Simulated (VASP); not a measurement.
Runs of VASP 6.6.1 on VO2. The structure is that of space group P4_2/mnm (No. 136), or close to it. The cells are those of the table. 

| level | potentials or basis | cell | gap on the mesh (eV) | pressure (GPa) | moment (μB) | largest force (eV/Å) |
| --- | --- | --- | --- | --- | --- | --- |
| LDA | VASP PAW LDA potentials, release 64 (V_sv, O) | a = 4.567, b = 4.567, c = 3.085 Å, 6 atoms | none | (a) | 2.00 | 0.33 |
| PBE exchange alone | VASP PAW PBE potentials, release 64 (V_sv, O) | a = 4.567, b = 4.567, c = 3.085 Å, 6 atoms | none | 3.7 | 2.00 | 0.16 |
| revPBE+D3(BJ) | VASP PAW PBE potentials, release 64 (V_sv, O) | a = 4.415, b = 4.415, c = 2.982 Å, 6 atoms | none | 2.0 | 2.00 | 0.19 |
| revPBE+D3(BJ) | VASP PAW PBE potentials, release 64 (V_sv, O) | a = 4.446, b = 4.446, c = 3.003 Å, 6 atoms | none | -3.2 | 2.00 | 0.20 |
| revPBE+D4 | VASP PAW PBE potentials, release 64 (V_sv, O) | a = 4.541, b = 4.541, c = 2.825 Å, 6 atoms | none | (b) | 2.00 | 0.03 |

Alike in all rows: task single point; spin collinear, ferromagnetic start; k mesh 6 × 6 × 9; cutoff (eV) 600; smearing fermi-dirac 0.05 eV.

Q: Estimate the missing entries.

A: (a) -28.7; (b) 0.7.

Caveats: semilocal functionals often make such compounds metallic where correlation or magnetic order opens a gap, which also shifts bond lengths; the PAW data sets were made with another functional, which shifts forces and pressure a little (at least some runs); the cell stands under tension (at least some runs); the cell stands under pressure (at least some runs).

A gap of «none» marks levels without a gap at the run's occupations.
